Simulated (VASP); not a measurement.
# B2N (I4/mmm) in VASP: further runs, part 2 of 2

VASP 6.6.1. Earlier steps stand in the parts before.

### Step 4. Single point, PBE

This run uses another cell than the first one: it holds 6 atoms, not 3.

INCAR

```
SYSTEM = B2N
PREC = Accurate ; ENCUT = 520
EDIFF = 1E-7 ; ISMEAR = 0
SIGMA = 0.1 ; LREAL = .FALSE.
LASPH = .TRUE. ; NELM = 100
ALGO = Normal ; ISIF = 2
LWAVE = .FALSE. ; LCHARG = .TRUE.
GGA = PE ; LELF = .TRUE.
LVHAR = .TRUE. ; NBANDS = 20
```

KPOINTS

```
regular mesh
0
G
  6 6 6
  0 0 0
```

POSCAR

```
B2N
1.0
   -1.8051280899      1.8051280899      3.7518340360
    1.8051280899     -1.8051280899      3.7518340360
    1.8051280899      1.8051280899     -3.7518340360
B N
4 2
Direct
    0.2569450301      0.2569450301      0.5138900601
    0.2569450301      0.7430549699      0.0000000000
    0.7430549699      0.2569450301      0.0000000000
    0.7430549699      0.7430549699      0.4861099399
    0.6446408721      0.6446408721      0.0000000000
    0.3553591279      0.3553591279      0.0000000000
```

Potentials or basis: VASP PAW PBE potentials, release 64 (B, N).

Run with:

```sh
> cat potpaw_PBE.64/B/POTCAR potpaw_PBE.64/N/POTCAR > POTCAR
> mpirun -np 1 vasp_std > vasp.out
```

OUTCAR:

```text
SYSTEM = B2N
   PREC = Accurate
   ENCUT = 520
   EDIFF = 1E-7
   ISMEAR = 0
   LREAL = .FALSE.
   LASPH = .TRUE.
   NELM = 100
   ISIF = 2
   GGA = PE

 ion  position               nearest neighbor table
   1  0.257  0.257  0.514-   5 1.65   6 1.65   2 1.75   3 1.75   2 1.86   3 1.86
   2  0.257  0.743  0.000-   5 1.65   6 1.65   1 1.75   4 1.75   1 1.86   4 1.86
   3  0.743  0.257  0.000-   5 1.65   6 1.65   1 1.75   4 1.75   1 1.86   4 1.86
   4  0.743  0.743  0.486-   6 1.65   5 1.65   2 1.75   3 1.75   2 1.86   3 1.86
   5  0.645  0.645  0.000-   1 1.65   2 1.65   3 1.65   4 1.65
   6  0.355  0.355  0.000-   4 1.65   3 1.65   2 1.65   1 1.65

  LATTYP: Found a body centered tetragonal cell.
 ALAT       =     3.6102561798
 C/A-ratio  =     2.0784309197

  Lattice vectors:

 A1 = (  -1.8051280899,   1.8051280899,   3.7518340360)
 A2 = (   1.8051280899,  -1.8051280899,   3.7518340360)
 A3 = (   1.8051280899,   1.8051280899,  -3.7518340360)

Analysis of symmetry for initial positions (statically):
=====================================================================
 Subroutine PRICEL returns:
 Original cell was already a primitive cell.

 Routine SETGRP: Setting up the symmetry group for a
[... 182 lines left out ...]
 Fermi energy:         4.3032727263

 k-point     1 :       0.0000    0.0000    0.0000
  band No.  band energies     occupation
      1     -15.9486      2.00000
      2      -9.8834      2.00000
      3      -4.9274      2.00000
      4      -2.8890      2.00000
      5      -2.8890      2.00000
      6      -2.2735      2.00000
[... 541 lines left out ...]
     19      14.9908      0.00000
     20      15.2631      0.00000

 [... further k-points ...]

------------------------ aborting loop because EDIFF is reached ----------------------------------------

  FORCE on cell =-STRESS in cart. coord.  units (eV):
  Direction    XX          YY          ZZ          XY          YZ          ZX
  --------------------------------------------------------------------------------------
  -------------------------------------------------------------------------------------
  Total        0.0592959      0.0592959      0.0865972      0.0000000     -0.0000000      0.0000000
  in kB        1.9427432      1.9427432      2.8372303      0.0000000     -0.0000000      0.0000000
  external PRESSURE =       2.2409055 kB  Pullay stress =       0.0000000 kB

 VOLUME and BASIS-vectors are now :
 -----------------------------------------------------------------------------
  energy-cutoff  :      520.00
  volume of cell :       48.90
      direct lattice vectors                 reciprocal lattice vectors
    -1.805128090  1.805128090  3.751834036     0.000000000  0.276988654  0.133268155
     1.805128090 -1.805128090  3.751834036     0.276988654  0.000000000  0.133268155
     1.805128090  1.805128090 -3.751834036     0.276988654  0.276988654  0.000000000

 POSITION                                       TOTAL-FORCE (eV/Angst)
 -----------------------------------------------------------------------------------
      0.92764      0.92764      0.00000        -0.035900     -0.035900      0.000000
      0.87749     -0.87749      3.75183         0.035900     -0.035900      0.000000
     -0.87749      0.87749      3.75183        -0.035900      0.035900      0.000000
      0.87749      0.87749      3.75183         0.035900      0.035900     -0.000000
      0.00000      0.00000      4.83717        -0.000000     -0.000000      0.049055
      0.00000      0.00000      2.66650        -0.000000     -0.000000     -0.049055
 -----------------------------------------------------------------------------------
    total drift:                               -0.000000     -0.000000      0.000000

  FREE ENERGIE OF THE ION-ELECTRON SYSTEM (eV)
  ---------------------------------------------------
  free  energy   TOTEN  =       -38.6986482104 eV

  energy  without entropy=      -38.6868450398  energy(sigma->0) =      -38.69274663
```

It took 26 s on 1 thread of Intel Xeon 6975P-C (Granite Rapids), shared host; peak memory 0.2 GiB.

Results:

```yaml
Free_energy: -38.6986 eV
Pressure: 0.2 GPa
Largest_force: 0.051 eV/Å
Band_gap_on_the_k_mesh: zero (bands 11 and 12 overlap by 0.39 eV)
```

Forces on the atoms (eV/Å):
```
B   -0.036 -0.036  0.000
B    0.036 -0.036  0.000
B   -0.036  0.036  0.000
B    0.036  0.036  0.000
N    0.000  0.000  0.049
N    0.000  0.000 -0.049
```

Caveat: semilocal functionals underestimate gaps, so a narrow gap can read as zero.

### Step 5. Relaxation of cell and atoms, PBE

This run uses another cell than the first one, of 7.30 Å³/atom.

INCAR

```
SYSTEM = B2N
ALGO = Normal
EDIFF = 1E-6
EDIFFG = -0.04
ENCUT = 600
GGA = PE
IBRION = 2
ISIF = 3
ISMEAR = 0
LASPH = .True.
LCHARG = .False.
LREAL = .False.
LWAVE = .False.
NELM = 60
NSW = 90
PREC = Accurate
SIGMA = 0.1
```

KPOINTS

```
k-points
0
Gamma
  10 10 10
  0 0 0
```

POSCAR

```
B2N
1.0
   -1.1894541867      1.1894541867      3.8701528782
    1.1894541867     -1.1894541867      3.8701528782
    1.1894541867      1.1894541867     -3.8701528782
B N
2 1
Direct
    0.3400000000      0.3400000000      0.0000000000
    0.6600000000      0.6600000000      0.0000000000
    0.0000000000      0.0000000000      0.0000000000
```

Potentials or basis: VASP PAW PBE potentials, release 64 (B, N).

Run with:

```sh
> cat potpaw_PBE.64/B/POTCAR potpaw_PBE.64/N/POTCAR > POTCAR
> mpirun -np 1 vasp_std > vasp.out
```

OUTCAR:

```text
SYSTEM = B2N
   EDIFF = 1E-6
   EDIFFG = -0.04
   ENCUT = 600
   GGA = PE
   IBRION = 2
   ISIF = 3
   ISMEAR = 0
   LASPH = .True.
   LREAL = .False.
   NELM = 60
   NSW = 90
   PREC = Accurate

 ion  position               nearest neighbor table
   1  0.340  0.340  0.000-
   2  0.660  0.660  0.000-
   3  0.000  0.000  0.000-

  LATTYP: Found a body centered tetragonal cell.
 ALAT       =     2.3789083734
 C/A-ratio  =     3.2537216830

  Lattice vectors:

 A1 = (  -1.1894541867,   1.1894541867,   3.8701528782)
 A2 = (   1.1894541867,  -1.1894541867,   3.8701528782)
 A3 = (   1.1894541867,   1.1894541867,  -3.8701528782)

Analysis of symmetry for initial positions (statically):
=====================================================================
 Subroutine PRICEL returns:
 Original cell was already a primitive cell.

 Routine SETGRP: Setting up the symmetry group for a
 body centered tetragonal supercell.

 Subroutine GETGRP returns: Found 16 space group operations
 (whereof 16 operations were pure point group operations)
 out of a pool of 16 trial point group operations.

The static configuration has the point symmetry D_4h.

Analysis of symmetry for dynamics (positions and initial velocities):
[... 278 lines left out ...]
------------------------ aborting loop because EDIFF is reached ----------------------------------------
[... 69 lines left out ...]
--------------------------------------- Ionic step       17  -------------------------------------------

 number of electron      11.0000000 magnetization

 Free energy of the ion-electron system (eV)
  ---------------------------------------------------
  ext. energy  EPLUGINS =         0.00000000
  ---------------------------------------------------
  free energy    TOTEN  =       -15.59419711 eV

  energy without entropy =      -15.59136502  energy(sigma->0) =      -15.59278107

 E-fermi :   8.3759     XC(G=0): -12.6804

 val. band max:        8.3639109262   @ k =   0.4000   0.4000   0.0000
 cond. band min:       8.4300860399   @ k =  -0.4000   0.4000   0.1000
 fundamental gap:      0.0661751137
 Fermi energy:         8.3758735023

 k-point     1 :       0.0000    0.0000    0.0000
  band No.  band energies     occupation
      1     -13.1825      2.00000
      2      -0.9776      2.00000
      3      -0.0732      2.00000
      4       5.7622      2.00000
      5       5.7622      2.00000
      6      11.0711      0.00000
      7      15.0142      0.00000
      8      15.3667      0.00000
      9      15.3667      0.00000
[... 265 lines left out ...]
 k-point    24 :       0.4000    0.3000    0.0000
  band No.  band energies     occupation
      1      -7.8349      2.00000
      2      -2.2770      2.00000
      3       0.9302      2.00000
      4       1.3447      2.00000
      5       7.1976      2.00000
      6       7.8049      2.00000
      7       9.9641      0.00000
      8      11.6679      0.00000
      9      13.8760      0.00000

 [... further k-points ...]

------------------------ aborting loop because EDIFF is reached ----------------------------------------

  FORCE on cell =-STRESS in cart. coord.  units (eV):
  Direction    XX          YY          ZZ          XY          YZ          ZX
  --------------------------------------------------------------------------------------
  -------------------------------------------------------------------------------------
  Total        0.0281643      0.0281643     -0.0722901      0.0000000      0.0000000      0.0000000
  in kB        2.2937637      2.2937637     -5.8874624      0.0000000      0.0000000      0.0000000
  external PRESSURE =      -0.4333117 kB  Pullay stress =       0.0000000 kB
[... 18 lines left out ...]
  FREE ENERGIE OF THE ION-ELECTRON SYSTEM (eV)
  ---------------------------------------------------
  free  energy   TOTEN  =       -15.5941971126 eV

  energy  without entropy=      -15.5913650227  energy(sigma->0) =      -15.59278107

 reached required accuracy - stopping structural energy minimisation
```

It took 2.9 min on 1 thread of Intel Xeon 6975P-C (Granite Rapids), shared host; peak memory 0.22 GiB.

Results:

| Item | Value |
| --- | --- |
| Free energy | -15.5942 eV |
| Relaxed volume | 6.56 Å³/atom |
| Relaxed cell | a = 4.051 Å, b = 4.051 Å, c = 4.051 Å, α = 146.97°, β = 146.97°, γ = 47.40° |
| Space group after relaxing (to 0.1 Å) | I4/mmm (No. 139) |
| Energy gained by relaxing | 216.9 meV/atom |
| Ionic steps | 17 |
| Pressure after relaxing | 0.0 GPa |
| Largest force after relaxing | 0.035 eV/Å |
| Band gap on the k mesh | zero (an odd number of electrons rules out a gap without spin polarisation) |

Forces on the atoms (eV/Å):
```
B    0.000  0.000 -0.035
B    0.000  0.000  0.035
N    0.000  0.000  0.000
```

Step by step:
```
step  energy change (eV)  largest force (eV/Å)  pressure (GPa)  volume (Å³)
   1              0.0000                0.5891          -29.64        21.90
   2             -0.3879                0.4407            8.66        17.89
   3             -0.4004                0.4595            1.13        18.39
   4             -0.4257                0.6269            1.43        18.40
   5             -0.5105                0.5004            2.67        18.43
   6             -0.6111                0.1580           12.29        18.47
   7             -0.6090                0.1238            9.28        18.46
   8             -0.6125                0.0480           10.58        18.47
   9             -0.6270                0.0456            8.66        18.71
  10             -0.6338                0.3924            5.82        19.17
  11             -0.6352                0.2870            6.66        19.03
  12             -0.6457                0.1069            3.48        19.26
  13             -0.6497                0.0863            0.21        19.51
  14             -0.6497                0.0935            0.12        19.52
  15             -0.6500                0.0806            0.11        19.53
  16             -0.6506                0.0417            0.05        19.58
  17             -0.6506                0.0351           -0.04        19.67
```

Final structure:
```cif
data_structure
_symmetry_space_group_name_H-M 'P 1'
_symmetry_Int_Tables_number 1
_cell_length_a 4.0510
_cell_length_b 4.0510
_cell_length_c 4.0510
_cell_angle_alpha 146.973
_cell_angle_beta 146.973
_cell_angle_gamma 47.404
_cell_volume 19.67
loop_
_atom_site_label
_atom_site_type_symbol
_atom_site_fract_x
_atom_site_fract_y
_atom_site_fract_z
_atom_site_occupancy
B1 B 0.37742 0.37742 0.00000 1
B2 B 0.62258 0.62258 0.00000 1
N1 N 0.00000 0.00000 0.00000 1
```

### Step 6. Summary

| task | cell | k mesh | cutoff (eV) | gap on the mesh (eV) | pressure (GPa) | largest force (eV/Å) |
| --- | --- | --- | --- | --- | --- | --- |
| single point | a = 4.052 Å, angles 146.9, 146.9, 47.4°, 3 atoms, atomic positions A | 10 × 10 × 10 | 520 | none | -0.4 | 0.02 |
| single point | a = 4.220 Å, angles 147.3, 147.3, 47.0°, 3 atoms, atomic positions B | 10 × 10 × 10 | 520 | none | -29.5 | 0.59 |
| single point | a = 4.538 Å, angles 133.1, 133.1, 68.5°, 6 atoms, atomic positions C | 6 × 6 × 6 | 520 | none | 0.2 | 0.05 |
| relaxation of cell and atoms | relaxed from a = 4.220 Å, angles 147.3, 147.3, 47.0°, 3 atoms, atomic positions B | 10 × 10 × 10 | 600 | none | 0.0 | 0.04 |

Alike in all rows: level PBE; potentials or basis VASP PAW PBE potentials, release 64 (B, N); no spin polarisation; smearing gaussian 0.1 eV.

Caveats: the cell stands under tension (at least some runs); semilocal functionals underestimate gaps, so a narrow gap can read as zero (at least some runs).

Absolute energies hang on the potentials; compare differences alone.
